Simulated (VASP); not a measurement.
# Li2Se: electric field gradients with PBE

Li2Se:

```
CELL_PARAMETERS angstrom
0.00000 6.00500 6.00500
6.00500 0.00000 6.00500
6.00500 6.00500 0.00000
ATOMIC_POSITIONS crystal
Li 0.12500 0.12500 0.12500
Li 0.12500 0.12500 0.62500
Li 0.12500 0.62500 0.12500
Li 0.12500 0.62500 0.62500
Li 0.62500 0.12500 0.12500
Li 0.62500 0.12500 0.62500
Li 0.62500 0.62500 0.12500
Li 0.62500 0.62500 0.62500
Li 0.37500 0.37500 0.37500
Li 0.37500 0.37500 0.87500
Li 0.37500 0.87500 0.37500
Li 0.37500 0.87500 0.87500
Li 0.87500 0.37500 0.37500
Li 0.87500 0.37500 0.87500
Li 0.87500 0.87500 0.37500
Li 0.87500 0.87500 0.87500
Se 0.00000 0.00000 0.00000
Se 0.00000 0.00000 0.50000
Se 0.00000 0.50000 0.00000
Se 0.00000 0.50000 0.50000
Se 0.50000 0.00000 0.00000
Se 0.50000 0.00000 0.50000
Se 0.50000 0.50000 0.00000
Se 0.50000 0.50000 0.50000
```

| Property | Result |
| --- | --- |
| Program | VASP 6.6.1 |
| Task | electric field gradients |
| Functional | PBE |
| Potentials or basis | VASP PAW PBE potentials, release 64 (Li_sv, Se) |
| Cutoff | 650 eV |
| k mesh | 3 × 3 × 3 |
| Occupations | gaussian, width 0.01 eV |
| Spin | no spin polarisation |
| Dipole correction | no |
| Further INCAR settings | ALGO = Normal; EDIFF = 1e-08; NBANDS = 66 |

```yaml
Pressure: -0.1 GPa
Band_gap_on_the_k_mesh: 2.97 eV
Largest_electric_field_gradient_by_atom: zero within the noise of the run
```

Levels at points of the mesh, in eV from the valence-band top:
| k point | band 46 | band 47 | band 48 | band 49 | band 50 | band 51 |
| --- | --- | --- | --- | --- | --- | --- |
| (0.00, 0.00, 0.00) | 0.00 | 0.00 | 0.00 | 2.97 | 2.97 | 2.97 |

Wall time 3.9 min on 1 thread of AMD EPYC 9R45 96-Core Processor (Zen 5), with other jobs on the host, peak memory 0.73 GiB.
